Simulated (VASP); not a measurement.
# ZnO (Pm-3m) in VASP: settings compared, part 2 of 2

VASP 6.6.1. Earlier steps stand in the parts before.

### Step 4. Single point, r2SCAN (volume changed by -3%)

POSCAR reads:

```
ZnO
1.0
    2.6194401325      0.0000000000      0.0000000000
    0.0000000000      2.6194401325      0.0000000000
    0.0000000000      0.0000000000      2.6194401325
Zn O
1 1
Direct
    0.0000000000      0.0000000000      0.0000000000
    0.5000000000      0.5000000000      0.5000000000
```

INCAR.step1 reads:

```
PREC = Accurate
ENCUT = 520
ISMEAR = -1
SIGMA = 0.02
LREAL = False
LASPH = True
NELM = 100
NBANDS = 16
GGA = PE
ALGO = Normal
EDIFF = 1E-4
LWAVE = True
LCHARG = False
```

INCAR.step2 reads:

```
PREC = Accurate
ENCUT = 520
EDIFF = 1E-6
ISMEAR = -1
SIGMA = 0.02
LREAL = False
LASPH = True
NELM = 100
ALGO = Normal
ISIF = 2
LWAVE = False
LCHARG = False
METAGGA = R2SCAN
LMIXTAU = True
NBANDS = 16
ISTART = 1
```

KPOINTS reads:

```
regular mesh
0
Gamma
  8 8 8
```

Potentials or basis: VASP PAW PBE potentials, release 64 (Zn, O).

Started as:

```bash
> cat potpaw_PBE.64/Zn/POTCAR potpaw_PBE.64/O/POTCAR > POTCAR
> cp INCAR.step1 INCAR
> mpirun -np 1 vasp_std > vasp.out
> cp INCAR.step2 INCAR
> mpirun -np 1 vasp_std > vasp.out
```

OUTCAR:

```text
PREC = Accurate
   ENCUT = 520
   EDIFF = 1E-6
   ISMEAR = -1
   LREAL = False
   LASPH = True
   NELM = 100
   ISIF = 2
   METAGGA = R2SCAN
   ISTART = 1

 ion  position               nearest neighbor table
   1  0.000  0.000  0.000-   2 2.27   2 2.27   2 2.27   2 2.27   2 2.27   2 2.27   2 2.27   2 2.27

   2  0.500  0.500  0.500-   1 2.27   1 2.27   1 2.27   1 2.27   1 2.27   1 2.27   1 2.27   1 2.27

  LATTYP: Found a simple cubic cell.
 ALAT       =     2.6194401325

  Lattice vectors:

 A1 = (   2.6194401325,   0.0000000000,   0.0000000000)
 A2 = (   0.0000000000,   2.6194401325,   0.0000000000)
 A3 = (   0.0000000000,   0.0000000000,   2.6194401325)

Analysis of symmetry for initial positions (statically):
=====================================================================
 Subroutine PRICEL returns:
 Original cell was already a primitive cell.

 Routine SETGRP: Setting up the symmetry group for a
 simple cubic supercell.

 Subroutine GETGRP returns: Found 48 space group operations
 (whereof 48 operations were pure point group operations)
 out of a pool of 48 trial point group operations.
[... 160 lines left out ...]

  energy without entropy =      -16.66723008  energy(sigma->0) =      -16.66726440

 E-fermi :   3.6642     XC(G=0): -13.7587

 val. band max:        3.5737630001   @ k =   0.5000   0.0000   0.0000
 cond. band min:       3.7095219271   @ k =   0.0000   0.0000   0.0000
 fundamental gap:      0.1357589270
 Fermi energy:         3.6642076070

 k-point     1 :       0.0000    0.0000    0.0000
  band No.  band energies     occupation
      1     -16.4794      2.00000
      2      -3.1950      2.00000
      3      -3.1950      2.00000
      4      -1.9752      2.00000
      5      -1.9752      2.00000
      6      -1.9752      2.00000
[... 433 lines left out ...]
      3      -3.0429      2.00000
      4      -2.6189      2.00000
      5      -2.2372      2.00000
      6      -1.9545      2.00000
[... 8 lines left out ...]
     15      27.5016      0.00000
     16      29.1685      0.00000

 [... further k-points ...]

------------------------ aborting loop because EDIFF is reached ----------------------------------------

  FORCE on cell =-STRESS in cart. coord.  units (eV):
  Direction    XX          YY          ZZ          XY          YZ          ZX
  --------------------------------------------------------------------------------------
  -------------------------------------------------------------------------------------
  Total        0.8240397      0.8240397      0.8240397      0.0000000     -0.0000000     -0.0000000
  in kB       73.4570131     73.4570131     73.4570131      0.0000000     -0.0000000     -0.0000000
  external PRESSURE =      73.4570131 kB  Pullay stress =       0.0000000 kB

 VOLUME and BASIS-vectors are now :
 -----------------------------------------------------------------------------
  energy-cutoff  :      520.00
  volume of cell :       17.97
      direct lattice vectors                 reciprocal lattice vectors
     2.619440132  0.000000000  0.000000000     0.381760968  0.000000000  0.000000000
     0.000000000  2.619440132  0.000000000     0.000000000  0.381760968  0.000000000
     0.000000000  0.000000000  2.619440132     0.000000000  0.000000000  0.381760968

 POSITION                                       TOTAL-FORCE (eV/Angst)
 -----------------------------------------------------------------------------------
      0.00000      0.00000      0.00000         0.000000      0.000000      0.000000
      1.30972      1.30972      1.30972         0.000000      0.000000      0.000000
 -----------------------------------------------------------------------------------
    total drift:                                0.000000      0.000000      0.000000

  FREE ENERGIE OF THE ION-ELECTRON SYSTEM (eV)
  ---------------------------------------------------
  free  energy   TOTEN  =       -16.6672987197 eV

  energy  without entropy=      -16.6672300825  energy(sigma->0) =      -16.66726440
```

Run time: 24 s. Hardware: 1 thread of Intel Xeon 6975P-C, shared host; peak memory 0.13 GiB.

What came out:

```yaml
Free_energy: -16.6673 eV
Pressure: 7.3 GPa
Band_gap_on_the_k_mesh: 0.14 eV, indirect (least direct gap 1.54 eV)
```

Levels at points of the mesh, in eV from the valence-band top:
| k point | band 7 | band 8 | band 9 | band 10 | band 11 | band 12 |
| --- | --- | --- | --- | --- | --- | --- |
| (0.00, 0.00, 0.00) | -1.40 | -1.40 | -1.40 | 0.14 | 15.33 | 15.33 |
| (0.50, 0.00, 0.00) | -4.65 | 0.00 | 0.00 | 6.25 | 7.84 | 17.27 |
| (0.50, 0.50, 0.00) | -5.41 | -5.25 | -0.23 | 3.49 | 11.63 | 11.63 |
| (0.50, 0.50, 0.50) | -1.49 | -1.49 | -1.49 | 6.32 | 6.32 | 6.32 |

Caveat: the PAW data sets were made with another functional, which shifts forces and pressure a little. A k mesh can miss the band edges.

### Step 5. Overview

| level | cell | gap on the mesh (eV) | pressure (GPa) |
| --- | --- | --- | --- |
| PBE | a = 2.741 Å, 2 atoms | none | -7.7 |
| r2SCAN | a = 2.592 Å, 2 atoms | 0.34 | 15.0 |
| r2SCAN | a = 2.619 Å, 2 atoms | 0.14 | 7.3 |

Alike in all rows: task single point; potentials or basis VASP PAW PBE potentials, release 64 (Zn, O); no spin polarisation; k mesh 8 × 8 × 8; cutoff (eV) 520; smearing fermi-dirac 0.02 eV.

Caveats: the PAW data sets were made with another functional, which shifts forces and pressure a little (some runs).

Total energies depend on the potentials used, so only differences within one code and one set of settings carry meaning.
